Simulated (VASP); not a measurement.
Input of a VASP 6.6.1 run:

The input INCAR:

```
PREC     = Accurate       # precision mode
ENCUT    = 520            # plane-wave cutoff, eV
EDIFF    = 1E-6           # SCF threshold, eV
ISMEAR   = 0              # smearing method
SIGMA    = 0.15           # smearing width, eV
LREAL    = False          # projectors in reciprocal space
LASPH    = True           # aspherical terms in the spheres
NELM     = 80             # most SCF steps
ALGO     = Normal         # electronic algorithm
ISIF     = 2              # what is computed and relaxed
LWAVE    = False          # write WAVECAR
LCHARG   = False          # write CHGCAR
NBANDS   = 14             # bands
```

File KPOINTS:

```
regular mesh
0
Gamma
  18 18 18
```

The input POSCAR:

```
ZrB
1.0
    0.0000000000      2.2560481279      2.5470783364
    2.2560481279      0.0000000000      2.5470783364
    2.2560481279      2.2560481279      0.0000000000
Zr B
1 1
Direct
    0.0000000000      0.0000000000      0.0000000000
    0.5000000000      0.5000000000      0.5000000000
```

Potentials or basis: VASP PAW LDA potentials, release 64 (Zr_sv, B).

Run with:

```sh
$ cat potpaw_LDA.64/Zr_sv/POTCAR potpaw_LDA.64/B/POTCAR > POTCAR
$ mpirun -np 1 vasp_std > vasp.out
```

Problem. Estimate the pressure.

Solution. 21.8 GPa.

Stress tensor (GPa, compression positive):
```
 37.93   0.00   0.00
  0.00  37.93   0.00
  0.00   0.00 -10.47
```
